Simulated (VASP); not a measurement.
The system is TiO.

```xyz
6
Lattice="4.9891 0.0000 0.0000 -2.4945 4.3207 0.0000 0.0000 0.0000 2.8733" Properties=species:S:1:pos:R:3 pbc="T T T"
Ti    2.4945    1.4402    1.4367
Ti    0.0000    2.8805    1.4367
Ti    0.0000    0.0000    0.0000
O     1.5106    2.6164    0.0000
O     1.9679    0.0000    0.0000
O    -0.9839    1.7043    0.0000
```

```yaml
Program: VASP 6.6.1
Task: relaxation of cell and atoms
Functional: PBEsol
Potentials_or_basis: VASP PAW PBE potentials, release 64 (Ti_sv, O)
Cutoff: 600 eV
k_mesh: 12 × 12 × 12
Occupations: gaussian, width 0.1 eV
Spin: no spin polarisation
```

At the start: pressure -5.2 GPa; volume 10.32 Å³/atom.

Question: How do energy, volume and symmetry change on relaxing?

Answer: Over 8 steps the energy falls by 4.2 meV/atom and the volume is 10.09 Å³/atom (-2.3 %); space group P-62m (No. 189, to 0.1 Å) before and after.

The path:
```tsv
step	energy change (eV)	largest force (eV/Å)	pressure (GPa)	volume (Å³)
1	0.0000	0.0201	-5.21	61.94
2	0.0066	0.1232	6.66	58.98
3	-0.0245	0.0472	0.08	60.52
4	-0.0245	0.0486	0.19	60.49
5	-0.0253	0.0009	0.11	60.50
6	-0.0253	0.0025	0.10	60.50
7	-0.0253	0.0028	-0.10	60.55
8	-0.0253	0.0026	-0.01	60.53
```

Final structure:
```
CELL_PARAMETERS angstrom
4.96254 0.00000 0.00000
-2.48127 4.29768 0.00000
0.00000 0.00000 2.83798
ATOMIC_POSITIONS crystal
Ti 0.66667 0.33333 0.50000
Ti 0.33333 0.66667 0.50000
Ti 0.00000 0.00000 0.00000
O 0.60524 0.60524 0.00000
O 0.39476 0.00000 0.00000
O 0.00000 0.39476 0.00000
```

Caveat: the PAW data sets were made with another functional, which shifts forces and pressure a little.
